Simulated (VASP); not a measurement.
# Ge3S2 (P-3m1) in VASP: single point with r2SCAN

Aim: the single point of Ge3S2 with r2SCAN.

Everything below comes from runs of VASP 6.6.1. Logs are shortened: lines on timing, memory, paths and dates and some standing lists are left out, and cuts for length are marked.

### 1 The cell of the first run

It takes space group P-3m1 (No. 164, trigonal). The conventional cell has a = 4.585 Å, b = 4.585 Å, c = 5.609 Å, α = 90.00°, β = 90.00°, γ = 120.00°. Ge (site symmetry -3m) has 6 Ge at 2.97 Å and 6 S at 3.28 Å within 3.9 Å. Within 3.1 Å of Ge (site symmetry 3m) lie 4 S at 2.33 to 2.71 Å and 3 Ge at 2.97 Å. S (site symmetry 3m) has 8 Ge at 2.33 to 3.28 Å and 3 S at 3.17 Å within 3.3 Å.

### 2 Single point, r2SCAN

File POSCAR:

```
Ge3S2
1.0
    4.5852951119      0.0000000000      0.0000000000
   -2.2926475560      3.9709820508      0.0000000000
    0.0000000000      0.0000000000      5.6087334331
Ge S
3 2
Direct
    0.0000000000      0.0000000000      0.0000000000
    0.3333333333      0.6666666667      0.7608978014
    0.6666666667      0.3333333333      0.2391021986
    0.3333333333      0.6666666667      0.3451251069
    0.6666666667      0.3333333333      0.6548748931
```

File INCAR.step1:

```
PREC = Accurate
ENCUT = 520
ISMEAR = 0
SIGMA = 0.1
LREAL = F
LASPH = T
NELM = 80
NBANDS = 35
GGA = PE
ALGO = Normal
EDIFF = 1E-4
LWAVE = T
LCHARG = F
```

File INCAR.step2:

```
PREC = Accurate
ENCUT = 520
EDIFF = 1E-6
ISMEAR = 0
SIGMA = 0.1
LREAL = F
LASPH = T
NELM = 80
ALGO = Normal
ISIF = 2
LWAVE = F
LCHARG = F
METAGGA = R2SCAN
LMIXTAU = T
NBANDS = 35
ISTART = 1
```

File KPOINTS:

```
regular mesh
0
Gamma
  6 6 4
```

Potentials or basis: VASP PAW PBE potentials, release 64 (Ge_d, S).

The run is started by

```bash
> cat potpaw_PBE.64/Ge_d/POTCAR potpaw_PBE.64/S/POTCAR > POTCAR
> cp INCAR.step1 INCAR
> mpirun -np 1 vasp_std > vasp.out
> cp INCAR.step2 INCAR
> mpirun -np 1 vasp_std > vasp.out
```

OUTCAR:

```text
PREC = Accurate
   ENCUT = 520
   EDIFF = 1E-6
   ISMEAR = 0
   LREAL = F
   LASPH = T
   NELM = 80
   ISIF = 2
   METAGGA = R2SCAN
   ISTART = 1

 ion  position               nearest neighbor table
   1  0.000  0.000  0.000-
   2  0.333  0.667  0.761-   4 2.33   5 2.71   5 2.71   5 2.71
   3  0.667  0.333  0.239-   5 2.33   4 2.71   4 2.71   4 2.71
   4  0.333  0.667  0.345-   2 2.33   3 2.71   3 2.71   3 2.71
   5  0.667  0.333  0.655-   3 2.33   2 2.71   2 2.71   2 2.71

  LATTYP: Found a hexagonal cell.
 ALAT       =     4.5852951119
 C/A-ratio  =     1.2232000986

  Lattice vectors:

 A1 = (   4.5852951119,   0.0000000000,   0.0000000000)
 A2 = (  -2.2926475560,   3.9709820508,   0.0000000000)
 A3 = (   0.0000000000,   0.0000000000,   5.6087334331)

Analysis of symmetry for initial positions (statically):
=====================================================================
 Subroutine PRICEL returns:
 Original cell was already a primitive cell.

 Routine SETGRP: Setting up the symmetry group for a
 hexagonal supercell.

 Subroutine GETGRP returns: Found 12 space group operations
 (whereof 12 operations were pure point group operations)
 out of a pool of 24 trial point group operations.

The static configuration has the point symmetry D_3d.

Analysis of symmetry for dynamics (positions and initial velocities):
=====================================================================
 Subroutine PRICEL returns:
 Original cell was already a primitive cell.

 Routine SETGRP: Setting up the symmetry group for a
 hexagonal supercell.

 Subroutine GETGRP returns: Found 12 space group operations
 (whereof 12 operations were pure point group operations)
 out of a pool of 24 trial point group operations.

The dynamic configuration has the point symmetry D_3d.

 Subroutine INISYM returns: Found 12 space group operations
 (whereof 12 operations are pure point group operations),
 and found     1 'primitive' translations

----------------------------------------------------------------------------------------

                                     Primitive cell

  volume of cell :     102.1245

  direct lattice vectors                    reciprocal lattice vectors
     4.585295112  0.000000000  0.000000000     0.218088471  0.125913437  0.000000000
    -2.292647556  3.970982051  0.000000000     0.000000000  0.251826875  0.000000000
     0.000000000  0.000000000  5.608733433     0.000000000  0.000000000  0.178293373

  length of vectors
     4.585295112  4.585295112  5.608733433     0.251826875  0.251826875  0.178293373

  position of ions in fractional coordinates (direct lattice)
     0.000000000  0.000000000  0.000000000
     0.333333333  0.666666667  0.760897801
     0.666666667  0.333333333  0.239102199
     0.333333333  0.666666667  0.345125107
     0.666666667  0.333333333  0.654874893

  ion indices of the primitive-cell ions
   primitive index   ion index
                 1           1
                 2           2
                 3           3
                 4           4
                 5           5

----------------------------------------------------------------------------------------

 KPOINTS: regular mesh

Automatic generation of k-mesh.
 Grid dimensions read from file:
 generate k-points for:    6    6    4

 Generating k-lattice:

  Cartesian coordinates                     Fractional coordinates (reciprocal lattice)
     0.036348078  0.020985573  0.000000000     0.166666667  0.000000000  0.000000000
     0.000000000  0.041971146  0.000000000     0.000000000  0.166666667  0.000000000
     0.000000000  0.000000000  0.044573343     0.000000000  0.000000000  0.250000000

  Length of vectors
     0.041971146  0.041971146  0.044573343

  Shift w.r.t. Gamma in fractional coordinates (k-lattice)
     0.000000000  0.000000000  0.000000000

 Subroutine IBZKPT returns following result:
 ===========================================

 Found     24 irreducible k-points:

 Following reciprocal coordinates:
            Coordinates               Weight
  0.000000  0.000000  0.000000      1.000000
  0.166667 -0.000000  0.000000      6.000000
  0.333333  0.000000  0.000000      6.000000
  0.500000  0.000000  0.000000      3.000000
  0.166667  0.166667  0.000000      6.000000
  0.333333  0.166667  0.000000     12.000000
[... 16 lines left out ...]
  0.333333  0.166667  0.500000     12.000000
  0.333333  0.333333  0.500000      2.000000
   k-points           NKPTS =     24   k-points in BZ     NKDIM =     24   number of bands    NBANDS=     35
   number of dos      NEDOS =    301   number of ions     NIONS =      5
   total plane-waves  NPLWV =  54432
   dimension x,y,z NGX =    36 NGY =   36 NGZ =   42
   dimension x,y,z NGXF=    72 NGYF=   72 NGZF=   84
   ions per type =               3   2
   NGX,Y,Z   is equivalent  to a cutoff of  13.05, 13.05, 12.45 a.u.
   NGXF,Y,Z  is equivalent  to a cutoff of  26.10, 26.10, 24.90 a.u.
 SYSTEM =  unknown system
   PREC   = accura    normal or accurate (medium, high low for compatibility)
   ISTART =      1    job   : 0-new  1-cont  2-samecut
   ICHARG =      0    charge: 1-file 2-atom 10-const
   ISPIN  =      1    spin polarized calculation?
   LNONCOLLINEAR =      F non collinear calculations
   LSORBIT =      F    spin-orbit coupling
   LASPH  =      T    aspherical Exc in radial PAW
   ENCUT  =  520.0 eV  38.22 Ry    6.18 a.u.   8.53  8.53 10.43*2*pi/ulx,y,z
   NELM   =     80;   NELMIN=  2; NELMDL=  0     # of ELM steps
   EDIFF  = 0.1E-05   stopping-criterion for ELM
   LREAL  =      F    real-space projection
   EDIFFG = 0.1E-04   stopping-criterion for IOM
   NSW    =      0    number of steps for IOM
   IBRION =     -1    ionic relax: 0-MD 1-quasi-New 2-CG
   NFREE  =      0    steps in history (QN), initial steepest desc. (CG)
   ISIF   =      2    stress and relaxation
   ISYM   =      2    0-nonsym 1-usesym 2-fastsym
   POTIM  = 0.5000    time-step for ionic-motion
   TEBEG  =    0.0;   TEEND  =   0.0 temperature during run
   PSTRESS=    0.0 pullay stress
   NELECT =      54.0000    total number of electrons
   NUPDOWN=      -1.0000    fix difference up-down
   EMIN   =  10.00;   EMAX   =-10.00  energy-range for DOS
   EFERMI =   0.00;   METHOD = LEGACY
   ISMEAR =     0;   SIGMA  =   0.10  broadening in eV -4-tet -1-fermi 0-gaus
   EFERMI_NEDOS =   21; number of points for ismear=-14 and -15
   IALGO  =     38    algorithm
   IMIX   =      4    mixing-type and parameters
     AMIX     =   0.40;   BMIX     =  1.00
     AMIX_MAG =   1.60;   BMIX_MAG =  1.00
  volume/ion in A,a.u.               =      20.42       137.83
  Fermi-wavevector in a.u.,A,eV,Ry     =   1.323821  2.501660 23.844254  1.752503
  Thomas-Fermi vector in A             =   2.453401
   LORBIT       =      0    0 simple, 1 ext, 2 COOP (PROOUT), +10 PAW based schemes
   METAGGA = R2SCAN    functional components
   LHFCALC =     F    Hartree Fock is set to
   AEXX    =    0.0000 exact exchange contribution
   IVDW    =     0    specifies the selected vdW correction
   LEPSILON=     F    determine dielectric tensor
   LRPA    =     F    only Hartree local field effects (RPA)
 non-spin polarized calculation
 Gauss-broadening in eV      SIGMA  =   0.10
  energy-cutoff  :      520.00
  volume of cell :      102.12
 maximum number of plane-waves:      2787
 NGX is ok and might be reduce to    36
   NGX = 17   NGY = 17   NGZ = 21

 number of electron      53.9999990 magnetization

 Free energy of the ion-electron system (eV)
  ---------------------------------------------------
  ext. energy  EPLUGINS =         0.00000000
  ---------------------------------------------------
  free energy    TOTEN  =       -55.88058412 eV

  energy without entropy =      -55.87259305  energy(sigma->0) =      -55.87658858

 E-fermi :   5.5911     XC(G=0): -11.0804

 val. band max:        5.5677553280   @ k =   0.0000   0.0000   0.5000
 cond. band min:       5.6395538156   @ k =   0.3333   0.0000   0.5000
 fundamental gap:      0.0717984876
 Fermi energy:         5.5911212863

 k-point     1 :       0.0000    0.0000    0.0000
  band No.  band energies     occupation
      1     -20.2265      2.00000
      2     -20.2265      2.00000
      3     -20.2165      2.00000
      4     -20.1685      2.00000
      5     -20.1684      2.00000
      6     -20.1484      2.00000
[... 27 lines left out ...]
     34       9.9037      0.00000
     35      10.8229      0.00000

 k-point     2 :       0.1667   -0.0000    0.0000
  band No.  band energies     occupation
      1     -20.2252      2.00000
      2     -20.2230      2.00000
      3     -20.2169      2.00000
      4     -20.1699      2.00000
      5     -20.1697      2.00000
      6     -20.1450      2.00000
[... 27 lines left out ...]
     34      10.5145      0.00000
     35      11.1250      0.00000

 k-point     3 :       0.3333    0.0000    0.0000
  band No.  band energies     occupation
      1     -20.2227      2.00000
      2     -20.2183      2.00000
      3     -20.2138      2.00000
      4     -20.1728      2.00000
      5     -20.1696      2.00000
      6     -20.1447      2.00000
[... 27 lines left out ...]
     34      11.4560      0.00000
     35      12.0362      0.00000
[... 723 lines left out ...]
 k-point    23 :       0.3333    0.1667    0.5000
  band No.  band energies     occupation
      1     -20.2203      2.00000
      2     -20.2180      2.00000
      3     -20.2105      2.00000
      4     -20.1734      2.00000
      5     -20.1706      2.00000
      6     -20.1466      2.00000
[... 27 lines left out ...]
     34      11.2786      0.00000
     35      11.9455      0.00000

 k-point    24 :       0.3333    0.3333    0.5000
  band No.  band energies     occupation
      1     -20.2182      2.00000
      2     -20.2140      2.00000
      3     -20.2140      2.00000
      4     -20.1727      2.00000
      5     -20.1727      2.00000
      6     -20.1472      2.00000
[... 27 lines left out ...]
     34      12.1426      0.00000
     35      12.1426      0.00000

------------------------ aborting loop because EDIFF is reached ----------------------------------------

  FORCE on cell =-STRESS in cart. coord.  units (eV):
  Direction    XX          YY          ZZ          XY          YZ          ZX
  --------------------------------------------------------------------------------------
  -------------------------------------------------------------------------------------
  Total       -0.0033545     -0.0033545     -0.1202750      0.0000000      0.0000000      0.0000000
  in kB       -0.0526275     -0.0526275     -1.8869306      0.0000000      0.0000000      0.0000000
  external PRESSURE =      -0.6640619 kB  Pullay stress =       0.0000000 kB

 VOLUME and BASIS-vectors are now :
 -----------------------------------------------------------------------------
  energy-cutoff  :      520.00
  volume of cell :      102.12
      direct lattice vectors                 reciprocal lattice vectors
     4.585295112  0.000000000  0.000000000     0.218088471  0.125913437  0.000000000
    -2.292647556  3.970982051  0.000000000     0.000000000  0.251826875  0.000000000
     0.000000000  0.000000000  5.608733433     0.000000000  0.000000000  0.178293373

 POSITION                                       TOTAL-FORCE (eV/Angst)
 -----------------------------------------------------------------------------------
      0.00000      0.00000      0.00000         0.000000      0.000000      0.000000
     -0.00000      2.64732      4.26767         0.000000     -0.000000      0.008692
      2.29265      1.32366      1.34106        -0.000000      0.000000     -0.008692
     -0.00000      2.64732      1.93571         0.000000      0.000000      0.007339
      2.29265      1.32366      3.67302         0.000000     -0.000000     -0.007339
 -----------------------------------------------------------------------------------
    total drift:                                0.000000     -0.000000     -0.000000

  FREE ENERGIE OF THE ION-ELECTRON SYSTEM (eV)
  ---------------------------------------------------
  free  energy   TOTEN  =       -55.8805841152 eV

  energy  without entropy=      -55.8725930499  energy(sigma->0) =      -55.87658858
```

Run time: 6.6 min. Hardware: 1 thread of Intel Xeon 8259CL, shared host; peak memory 0.27 GiB.

Results:

| Quantity | Value |
| --- | --- |
| Free energy | -55.8806 eV |
| Pressure | -0.1 GPa |
| Largest force | 0.009 eV/Å |
| Band gap on the k mesh | zero (bands 27 and 28 overlap by 2.29 eV) |

Forces in eV/Å, atoms in the order of the input:
```
Ge   0.000  0.000  0.000
Ge   0.000  0.000  0.009
Ge   0.000  0.000 -0.009
S    0.000  0.000  0.007
S    0.000  0.000 -0.007
```

Stress tensor (GPa, compression positive):
```
-0.01  0.00  0.00
 0.00 -0.01  0.00
 0.00  0.00 -0.19
```

Levels at points of the mesh, in eV from the Fermi level:
```tsv
k point	band 25	band 26	band 27	band 28	band 29	band 30
(0.00, 0.00, 0.00)	-2.78	-2.12	-1.36	-1.36	1.55	1.90
(0.50, 0.00, 0.00)	-2.88	-2.02	-0.28	0.23	2.56	3.07
(0.00, 0.00, 0.50)	-2.95	-1.29	-1.29	-0.23	-0.02	-0.02
(0.50, 0.00, 0.50)	-2.28	-1.11	0.36	0.56	0.92	2.85
```

Caveat: the PAW data sets were made with another functional, which shifts forces and pressure a little.
